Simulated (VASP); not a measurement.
# AgCl (I4/mmm) in VASP: a series of runs

The runs below take AgCl through single point, with PBEsol.

All numbers are computed with VASP 6.6.1; they aren't measurements. Logs are shortened: lines on timing, memory, paths and dates and some standing lists are left out, and cuts for length are marked.

## 1. The cell of the first run

Symmetry: I4/mmm, No. 139, tetragonal system. Conventional cell: a = 3.863 Å, b = 3.863 Å, c = 5.546 Å, α = 90.00°, β = 90.00°, γ = 90.00°. Within 3.6 Å of Ag (site symmetry 4/mmm) lie 6 Cl at 2.73 to 2.77 Å. Cl (site symmetry 4/mmm) has 6 Ag at 2.73 to 2.77 Å within 3.6 Å.

## 2. Single point, PBEsol (strain -0.015 along x and y, +0.000 along z)

INCAR

```
SYSTEM = AgCl
ALGO = Normal
EDIFF = 1E-6
ENCUT = 520
GGA = PS
ISIF = 2
ISMEAR = 0
LASPH = .TRUE.
LCHARG = .FALSE.
LREAL = .FALSE.
LWAVE = .FALSE.
NBANDS = 16
NELM = 60
PREC = Accurate
SIGMA = 0.05
```

KPOINTS

```
k-points
0
G
  8 8 8
  0 0 0
```

POSCAR

```
AgCl
1.0
    0.0000000000      2.7315527500      2.7731500000
    2.7315527500      0.0000000000      2.7731500000
    2.7315527500      2.7315527500      0.0000000000
Ag Cl
1 1
Direct
    0.5000000000      0.5000000000      0.5000000000
    0.0000000000      0.0000000000      0.0000000000
```

Potentials or basis: VASP PAW PBE potentials, release 64 (Ag, Cl).

Command:

```console
$ cat potpaw_PBE.64/Ag/POTCAR potpaw_PBE.64/Cl/POTCAR > POTCAR
$ mpirun -np 1 vasp_std > vasp.out
```

OUTCAR:

```text
SYSTEM = AgCl
   EDIFF = 1E-6
   ENCUT = 520
   GGA = PS
   ISIF = 2
   ISMEAR = 0
   LASPH = .TRUE.
   LREAL = .FALSE.
   NELM = 60
   PREC = Accurate

 ion  position               nearest neighbor table
   1  0.500  0.500  0.500-   2 2.73   2 2.73   2 2.73   2 2.73   2 2.77   2 2.77
   2  0.000  0.000  0.000-   1 2.73   1 2.73   1 2.73   1 2.73   1 2.77   1 2.77

  LATTYP: Found a body centered tetragonal cell.
 ALAT       =     3.8629989454
 C/A-ratio  =     1.4357498095

  Lattice vectors:

 A1 = (  -2.7315527500,   0.0000000000,   2.7731500000)
 A2 = (   2.7315527500,   0.0000000000,   2.7731500000)
 A3 = (   0.0000000000,   2.7315527500,  -2.7731500000)

Analysis of symmetry for initial positions (statically):
=====================================================================
 Subroutine PRICEL returns:
 Original cell was already a primitive cell.

 Routine SETGRP: Setting up the symmetry group for a
 body centered tetragonal supercell.

 Subroutine GETGRP returns: Found 16 space group operations
 (whereof 16 operations were pure point group operations)
 out of a pool of 16 trial point group operations.

The static configuration has the point symmetry D_4h.

Analysis of symmetry for dynamics (positions and initial velocities):
=====================================================================
 Subroutine PRICEL returns:
 Original cell was already a primitive cell.

 Routine SETGRP: Setting up the symmetry group for a
 body centered tetragonal supercell.

 Subroutine GETGRP returns: Found 16 space group operations
 (whereof 16 operations were pure point group operations)
 out of a pool of 16 trial point group operations.

The dynamic configuration has the point symmetry D_4h.

 Subroutine INISYM returns: Found 16 space group operations
 (whereof 16 operations are pure point group operations),
 and found     1 'primitive' translations

----------------------------------------------------------------------------------------

                                     Primitive cell

  volume of cell :      41.3831

  direct lattice vectors                    reciprocal lattice vectors
     0.000000000  2.731552750  2.773150000    -0.183046072  0.183046072  0.180300380
     2.731552750  0.000000000  2.773150000     0.183046072 -0.183046072  0.180300380
     2.731552750  2.731552750  0.000000000     0.183046072  0.183046072 -0.180300380

  length of vectors
     3.892523776  3.892523776  3.862998945     0.315467836  0.315467836  0.315467836

  position of ions in fractional coordinates (direct lattice)
     0.500000000  0.500000000  0.500000000
     0.000000000  0.000000000  0.000000000

  ion indices of the primitive-cell ions
   primitive index   ion index
                 1           1
                 2           2

----------------------------------------------------------------------------------------

 KPOINTS: k-points

Automatic generation of k-mesh.
 Grid dimensions read from file:
 generate k-points for:    8    8    8

 Generating k-lattice:

  Cartesian coordinates                     Fractional coordinates (reciprocal lattice)
    -0.022880759  0.022880759  0.022537548     0.125000000  0.000000000  0.000000000
     0.022880759 -0.022880759  0.022537548     0.000000000  0.125000000  0.000000000
     0.022880759  0.022880759 -0.022537548    -0.000000000 -0.000000000  0.125000000

  Length of vectors
     0.039433480  0.039433480  0.039433480

  Shift w.r.t. Gamma in fractional coordinates (k-lattice)
     0.000000000  0.000000000  0.000000000

 Subroutine IBZKPT returns following result:
 ===========================================

 Found     59 irreducible k-points:

 Following reciprocal coordinates:
            Coordinates               Weight
  0.000000  0.000000  0.000000      1.000000
  0.125000  0.000000  0.000000      8.000000
  0.250000  0.000000  0.000000      8.000000
  0.375000 -0.000000  0.000000      8.000000
  0.500000  0.000000  0.000000      4.000000
  0.125000  0.125000  0.000000      2.000000
[... 16 lines left out ...]
  0.250000 -0.000000  0.125000     16.000000
  0.375000 -0.000000  0.125000     16.000000
 [... further k-points ...]
   k-points           NKPTS =     59   k-points in BZ     NKDIM =     59   number of bands    NBANDS=     16
   number of dos      NEDOS =    301   number of ions     NIONS =      2
   total plane-waves  NPLWV =  27000
   dimension x,y,z NGX =    30 NGY =   30 NGZ =   30
   dimension x,y,z NGXF=    60 NGYF=   60 NGZF=   60
   ions per type =               1   1
   NGX,Y,Z   is equivalent  to a cutoff of  12.81, 12.81, 12.91 a.u.
   NGXF,Y,Z  is equivalent  to a cutoff of  25.63, 25.63, 25.82 a.u.
 SYSTEM =  AgCl
   PREC   = accura    normal or accurate (medium, high low for compatibility)
   ISTART =      0    job   : 0-new  1-cont  2-samecut
   ICHARG =      2    charge: 1-file 2-atom 10-const
   ISPIN  =      1    spin polarized calculation?
[... 110 lines left out ...]
  band No.  band energies     occupation
      1     -10.7529      2.00000
      2      -1.4780      2.00000
      3      -0.3202      2.00000
      4      -0.2691      2.00000
      5       1.9015      2.00000
      6       1.9093      2.00000
[... 8 lines left out ...]
     15      17.7170      0.00000
     16      17.8189      0.00000

 k-point     6 :       0.1250    0.1250    0.0000
  band No.  band energies     occupation
      1     -11.1656      2.00000
      2       0.3011      2.00000
      3       1.1413      2.00000
      4       1.1413      2.00000
      5       1.4190      2.00000
      6       1.5658      2.00000
[... 8 lines left out ...]
     15      17.8428      0.00000
     16      18.2002      0.00000

 k-point     7 :       0.2500    0.1250    0.0000
  band No.  band energies     occupation
      1     -11.0394      2.00000
      2      -0.2981      2.00000
      3       0.5337      2.00000
      4       0.6143      2.00000
      5       1.5081      2.00000
      6       1.7188      2.00000
[... 8 lines left out ...]
     15      17.5713      0.00000
     16      18.0342      0.00000

 k-point     8 :       0.3750    0.1250    0.0000
  band No.  band energies     occupation
      1     -10.8681      2.00000
      2      -0.8853      2.00000
      3      -0.0672      2.00000
      4       0.0874      2.00000
      5       1.6768      2.00000
      6       1.8668      2.00000
[... 8 lines left out ...]
     15      17.8553      0.00000
     16      17.9348      0.00000

 k-point     9 :       0.5000    0.1250    0.0000
  band No.  band energies     occupation
      1     -10.7530      2.00000
      2      -1.2850      2.00000
      3      -0.2680      2.00000
      4      -0.2234      2.00000
      5       1.8403      2.00000
      6       1.9181      2.00000
[... 8 lines left out ...]
     15      17.8894      0.00000
     16      18.6093      0.00000
[... 172 lines left out ...]
 k-point    19 :       0.5000    0.3750    0.0000
  band No.  band energies     occupation
      1     -10.7510      2.00000
      2      -0.5483      2.00000
      3       0.3218      2.00000
      4       0.5073      2.00000
      5       1.3939      2.00000
      6       1.9884      2.00000
[... 8 lines left out ...]
     15      18.9631      0.00000
     16      19.5362      0.00000

 k-point    20 :      -0.3750    0.3750    0.0000
  band No.  band energies     occupation
      1     -10.7146      2.00000
      2      -0.4145      2.00000
      3      -0.3472      2.00000
      4       0.0740      2.00000
      5       1.6416      2.00000
      6       1.9744      2.00000
[... 8 lines left out ...]
     15      17.7556      0.00000
     16      20.0452      0.00000

 k-point    21 :       0.5000    0.5000    0.0000
  band No.  band energies     occupation
      1     -10.7500      2.00000
      2      -0.5054      2.00000
      3       0.8670      2.00000
      4       0.8670      2.00000
      5       1.1188      2.00000
      6       1.7324      2.00000
[... 8 lines left out ...]
     15      19.2741      0.00000
     16      19.2741      0.00000

 k-point    22 :       0.1250    0.0000    0.1250
  band No.  band energies     occupation
      1     -11.1600      2.00000
      2       0.2180      2.00000
      3       1.0819      2.00000
      4       1.1334      2.00000
      5       1.4571      2.00000
      6       1.5724      2.00000
[... 8 lines left out ...]
     15      17.9341      0.00000
     16      17.9906      0.00000

 k-point    23 :       0.2500   -0.0000    0.1250
  band No.  band energies     occupation
      1     -11.0303      2.00000
      2      -0.3945      2.00000
      3       0.5192      2.00000
      4       0.6193      2.00000
      5       1.5249      2.00000
      6       1.7157      2.00000
[... 8 lines left out ...]
     15      17.5105      0.00000
     16      18.0801      0.00000

 k-point    24 :       0.3750   -0.0000    0.1250
  band No.  band energies     occupation
      1     -10.8599      2.00000
      2      -0.9516      2.00000
      3      -0.0792      2.00000
      4       0.1111      2.00000
      5       1.6816      2.00000
      6       1.8703      2.00000
[... 8 lines left out ...]
     15      17.8691      0.00000
     16      18.0369      0.00000

 [... further k-points ...]
[... 5 lines left out ...]
  --------------------------------------------------------------------------------------
  -------------------------------------------------------------------------------------
  Total       -0.3164977     -0.3164977     -0.4036803      0.0000000      0.0000000      0.0000000
  in kB      -12.2534548    -12.2534548    -15.6287993      0.0000000      0.0000000      0.0000000
  external PRESSURE =     -13.3785696 kB  Pullay stress =       0.0000000 kB

 VOLUME and BASIS-vectors are now :
 -----------------------------------------------------------------------------
  energy-cutoff  :      520.00
  volume of cell :       41.38
      direct lattice vectors                 reciprocal lattice vectors
     0.000000000  2.731552750  2.773150000    -0.183046072  0.183046072  0.180300380
     2.731552750  0.000000000  2.773150000     0.183046072 -0.183046072  0.180300380
     2.731552750  2.731552750  0.000000000     0.183046072  0.183046072 -0.180300380

 POSITION                                       TOTAL-FORCE (eV/Angst)
 -----------------------------------------------------------------------------------
      2.73155      2.73155      2.77315        -0.000000      0.000000     -0.000000
      0.00000      0.00000      0.00000         0.000000     -0.000000      0.000000
 -----------------------------------------------------------------------------------
    total drift:                                0.000000      0.000000      0.000000

  FREE ENERGIE OF THE ION-ELECTRON SYSTEM (eV)
  ---------------------------------------------------
  free  energy   TOTEN  =        -6.0566163058 eV

  energy  without entropy=       -6.0566163058  energy(sigma->0) =       -6.05661631
```

Run time: 21 s. Hardware: 1 thread of Intel Xeon Platinum 8488C (Sapphire Rapids), shared host; peak memory 0.19 GiB.

Results:

* Free energy: -6.0566 eV
* Pressure: -1.3 GPa
* Band gap on the k mesh: 0.68 eV, indirect (least direct gap 3.14 eV)

Caveat: the cell differs from its parent crystal (strain -0.015 along x and y, +0.000 along z); the PAW data sets were made with another functional, which shifts forces and pressure a little. A k mesh can miss the band edges.

## 3. Single point, PBEsol (strain +0.000 along x and y, -0.015 along z)

INCAR

```
SYSTEM = AgCl
ALGO = Normal
EDIFF = 1E-6
ENCUT = 520
GGA = PS
ISIF = 2
ISMEAR = 0
LASPH = .True.
LCHARG = .False.
LREAL = .False.
LWAVE = .False.
NBANDS = 16
NELM = 100
PREC = Accurate
SIGMA = 0.05
```

KPOINTS

```
k-points
0
Gamma
  8 8 8
  0 0 0
```

POSCAR

```
AgCl
1.0
    0.0000000000      2.7731500000      2.7315527500
    2.7731500000      0.0000000000      2.7315527500
    2.7731500000      2.7731500000      0.0000000000
Ag Cl
1 1
Direct
    0.5000000000      0.5000000000      0.5000000000
    0.0000000000      0.0000000000      0.0000000000
```

Potentials or basis: VASP PAW PBE potentials, release 64 (Ag, Cl).

Command:

```console
$ cat potpaw_PBE.64/Ag/POTCAR potpaw_PBE.64/Cl/POTCAR > POTCAR
$ mpirun -np 1 vasp_std > vasp.out
```

Run time: 21 s. Hardware: 1 thread of Intel Xeon Platinum 8488C (Sapphire Rapids), shared host; peak memory 0.19 GiB.

It converged, with:

```
Free energy            : -6.0502 eV
Pressure               : -2.1 GPa
Band gap on the k mesh : 0.68 eV, indirect (least direct gap 3.09 eV)
```

Stress tensor (GPa, compression positive):
```
-2.15  0.00  0.00
 0.00 -2.15  0.00
 0.00  0.00 -1.88
```

Levels at points of the mesh, in eV from the valence-band top:
| k point | band 6 | band 7 | band 8 | band 9 | band 10 | band 11 | band 12 | band 13 |
| --- | --- | --- | --- | --- | --- | --- | --- | --- |
| (0.00, 0.00, 0.00) | -2.54 | -2.48 | -2.43 | -2.43 | 0.68 | 10.68 | 10.68 | 10.72 |
| (0.50, 0.00, 0.00) | -2.19 | -1.87 | -0.10 | 0.00 | 3.94 | 6.48 | 7.38 | 7.53 |
| (0.50, 0.50, 0.00) | -2.33 | -2.07 | -2.07 | -1.97 | 2.15 | 7.72 | 8.56 | 11.31 |
| (0.50, 0.00, 0.50) | -2.35 | -2.07 | -2.06 | -1.98 | 2.17 | 7.82 | 8.41 | 11.30 |

Caveat: the cell differs from its parent crystal (strain +0.000 along x and y, -0.015 along z); the PAW data sets were made with another functional, which shifts forces and pressure a little. A k mesh can miss the band edges.

## 4. Single point, PBEsol (strain -0.015 along x and y, +0.015 along z)

INCAR

```
  PREC = Accurate
  ENCUT = 520
  EDIFF = 1E-6
  ISMEAR = 0
  SIGMA = 0.05
  LREAL = False
  LASPH = True
  NELM = 80
  ALGO = Normal
  ISIF = 2
  LWAVE = False
  LCHARG = False
  GGA = PS
  NBANDS = 16
```

KPOINTS

```
Automatic mesh
0
Gamma
  8 8 8
```

POSCAR

```
AgCl
1.0
    0.0000000000      2.7315527500      2.8147472500
    2.7315527500      0.0000000000      2.8147472500
    2.7315527500      2.7315527500      0.0000000000
Ag Cl
1 1
Direct
    0.5000000000      0.5000000000      0.5000000000
    0.0000000000      0.0000000000      0.0000000000
```

Command:

```console
$ cat potpaw_PBE.64/Ag/POTCAR potpaw_PBE.64/Cl/POTCAR > POTCAR
$ mpirun -np 1 vasp_std > vasp.out
```

Wall time 20 s (1 thread of Intel Xeon Platinum 8488C (Sapphire Rapids), shared host); peak memory 0.19 GiB.

The run converged. Its results:

| Item | Value |
| --- | --- |
| Free energy | -6.0493 eV |
| Pressure | -2.0 GPa |
| Band gap on the k mesh | 0.64 eV, indirect (least direct gap 3.07 eV) |

Stress tensor (GPa, compression positive):
```
-1.81  0.00  0.00
 0.00 -1.81  0.00
 0.00  0.00 -2.35
```

Levels at points of the mesh, in eV from the valence-band top:
| k point | band 6 | band 7 | band 8 | band 9 | band 10 | band 11 | band 12 | band 13 |
| --- | --- | --- | --- | --- | --- | --- | --- | --- |
| (0.00, 0.00, 0.00) | -2.60 | -2.53 | -2.53 | -2.43 | 0.64 | 10.59 | 10.68 | 10.68 |
| (0.50, 0.00, 0.00) | -2.24 | -1.92 | -0.20 | 0.00 | 3.89 | 6.44 | 7.26 | 7.56 |
| (0.50, 0.50, 0.00) | -2.43 | -2.12 | -2.12 | -2.04 | 2.14 | 7.86 | 8.21 | 11.48 |
| (0.50, 0.00, 0.50) | -2.38 | -2.14 | -2.11 | -2.02 | 2.11 | 7.68 | 8.51 | 11.02 |

Caveat: the cell differs from its parent crystal (strain -0.015 along x and y, +0.015 along z); the PAW data sets were made with another functional, which shifts forces and pressure a little.

## 5. Single point, PBEsol (strain +0.000 along x and y, +0.015 along z)

INCAR

```
SYSTEM = AgCl
PREC     = Accurate       ! precision mode
ENCUT    = 520            ! plane-wave cutoff, eV
EDIFF    = 1E-6           ! SCF threshold, eV
ISMEAR   = 0              ! smearing method
SIGMA    = 0.05           ! smearing width, eV
LREAL    = .FALSE.        ! projectors in reciprocal space
LASPH    = .TRUE.         ! aspherical terms in the spheres
NELM     = 100            ! most SCF steps
ALGO     = Normal         ! electronic algorithm
ISIF     = 2              ! what is computed and relaxed
LWAVE    = .FALSE.        ! write WAVECAR
LCHARG   = .FALSE.        ! write CHGCAR
GGA      = PS             ! functional
NBANDS   = 16             ! bands
```

KPOINTS

```
Automatic mesh
0
G
  8 8 8
  0 0 0
```

POSCAR

```
AgCl
1.0
    0.0000000000      2.7731500000      2.8147472500
    2.7731500000      0.0000000000      2.8147472500
    2.7731500000      2.7731500000      0.0000000000
Ag Cl
1 1
Direct
    0.5000000000      0.5000000000      0.5000000000
    0.0000000000      0.0000000000      0.0000000000
```

Command:

```console
$ cat potpaw_PBE.64/Ag/POTCAR potpaw_PBE.64/Cl/POTCAR > POTCAR
$ mpirun -np 1 vasp_std > vasp.out
```

It took 20 s on 1 thread of Intel Xeon Platinum 8488C (Sapphire Rapids), shared host; peak memory 0.19 GiB.

Results (log left out):

```yaml
Free_energy: -6.0293 eV
Pressure: -3.3 GPa
Band_gap_on_the_k_mesh: 0.69 eV, indirect (least direct gap 2.98 eV)
```

Stress tensor (GPa, compression positive):
```
-3.27  0.00  0.00
 0.00 -3.27  0.00
 0.00  0.00 -3.41
```

Levels at points of the mesh, in eV from the valence-band top:
```csv
k point,band 6,band 7,band 8,band 9,band 10,band 11,band 12,band 13
"(0.00, 0.00, 0.00)",-2.42,-2.34,-2.34,-2.29,0.69,10.68,10.72,10.72
"(0.50, 0.00, 0.00)",-2.10,-1.79,-0.09,0.00,4.03,6.32,7.44,7.58
"(0.50, 0.50, 0.00)",-2.25,-1.98,-1.98,-1.91,2.23,7.89,8.27,11.30
"(0.50, 0.00, 0.50)",-2.23,-1.99,-1.98,-1.91,2.21,7.80,8.41,11.08
```

Caveat: the cell differs from its parent crystal (strain +0.000 along x and y, +0.015 along z); the PAW data sets were made with another functional, which shifts forces and pressure a little. A k mesh can miss the band edges.

## 6. Overview

| cell | gap on the mesh (eV) | pressure (GPa) |
| --- | --- | --- |
| a = 3.893, b = 3.893, c = 3.863 Å, angles 60.3, 60.3, 59.5°, 2 atoms | 0.68 | -1.3 |
| a = 3.893, b = 3.893, c = 3.922 Å, angles 59.8, 59.8, 60.5°, 2 atoms | 0.68 | -2.1 |
| a = 3.922, b = 3.922, c = 3.863 Å, angles 60.5, 60.5, 59.0°, 2 atoms | 0.64 | -2.0 |
| a = 3.951, b = 3.951, c = 3.922 Å, angles 60.2, 60.2, 59.5°, 2 atoms | 0.69 | -3.3 |

Alike in all rows: task single point; level PBEsol; potentials or basis VASP PAW PBE potentials, release 64 (Ag, Cl); no spin polarisation; k mesh 8 × 8 × 8; cutoff (eV) 520; smearing gaussian 0.05 eV.

Caveats: the PAW data sets were made with another functional, which shifts forces and pressure a little.

Absolute energies hang on the potentials; compare differences alone.
